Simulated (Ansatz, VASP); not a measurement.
## VSb3: VASP beside Ansatz

```
V Sb
1.0
     4.61255    0.00000    0.00000
     0.00000    4.61255    0.00000
     0.00000    0.00000    4.61255
V Sb
1 3
Direct
  0.00000 0.00000 0.00000
  0.00000 0.50000 0.50000
  0.50000 0.00000 0.50000
  0.50000 0.50000 0.00000
```

Alike in both runs: functional PBE; k mesh 10 × 10 × 10; occupations gaussian, width 0.1 eV; collinear spin.

Ansatz relaxed the structure, and its values are those at the end. VASP's run is a single point on that final structure, the one shown.

```csv
,VASP,Ansatz
version,VASP 6.6.1,Ansatz 0.2.0
potentials or method,"VASP PAW PBE potentials, release 64 (V_sv, Sb), cutoff 520 eV","scalar-relativistic, plane waves, PAW"
valence electrons in the cell,28,58
```

Ansatz gave:

| Property | Result |
| --- | --- |
| gap on the k mesh at the Fermi level (eV) | none |
| pressure (GPa) | 0.0 |
| net moment per atom (μB) | 0.76 |
| size of the moment on the site where the two differ most (μB) | 2.92 |

**Question.** What did VASP give for the same quantities?

**Answer.** gap on the k mesh at the Fermi level (eV): none; pressure (GPa): 0.0; net moment per atom (μB): 0.76; size of the moment on the site where the two differ most (μB): 2.71.

Site moments also hang on the region over which each program counts them. A gap of «none» marks a metal or a gap that the smearing closes. VASP's potentials hold 28 valence electrons a cell and Ansatz's 58, so a difference there can come from the potentials and not from the codes. Ansatz's warnings: given moment on shells.

Spin-orbit coupling is off throughout.
